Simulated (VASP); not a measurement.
Crystal: TaF3.

```
Ta F
1.0
     4.32223    0.00000    0.00000
    -2.16112    3.74316    0.00000
     0.00000    0.00000    3.04948
Ta F
1 3
Direct
  0.00000 0.00000 0.00000
  0.50000 0.00000 0.00000
  0.00000 0.50000 0.00000
  0.50000 0.50000 0.00000
```

The cell was built from a structure type or drawn by symmetry, and may not be a known phase.

```yaml
Program: VASP 6.6.1
Task: relaxation of cell and atoms
Functional: PBE
Potentials_or_basis: VASP PAW PBE potentials, release 64 (Ta_pv, F)
Cutoff: 600 eV
k_mesh: 6 × 6 × 6
Occupations: gaussian, width 0.1 eV
Spin: no spin polarisation
```

At the start: pressure -1.8 GPa; volume 12.33 Å³/atom.

Task: Where does the relaxation end?

Result: Over 5 steps the energy falls by 25.3 meV/atom and the volume is 11.60 Å³/atom (-6.0 %); space group P6/mmm (No. 191, to 0.1 Å) before and after.

The path:
```tsv
step	energy change (eV)	largest force (eV/Å)	pressure (GPa)	volume (Å³)
1	0.0000	0.0000	-1.79	49.34
2	-0.0702	0.0000	-3.21	48.34
3	-0.0867	0.0000	-3.80	47.70
4	-0.0838	0.0000	4.65	45.03
5	-0.1013	0.0000	-0.01	46.40
```

Final structure:
```yaml
crystal:
  lattice:
    - [4.33348, 0.00000, 0.00000]
    - [-2.16674, 3.75291, 0.00000]
    - [0.00000, 0.00000, 2.85288]
  atoms:
    - { symbol: Ta, position: [0.00000, 0.00000, 0.00000] }
    - { symbol: F, position: [0.50000, 0.00000, 0.00000] }
    - { symbol: F, position: [0.00000, 0.50000, 0.00000] }
    - { symbol: F, position: [0.50000, 0.50000, 0.00000] }
```
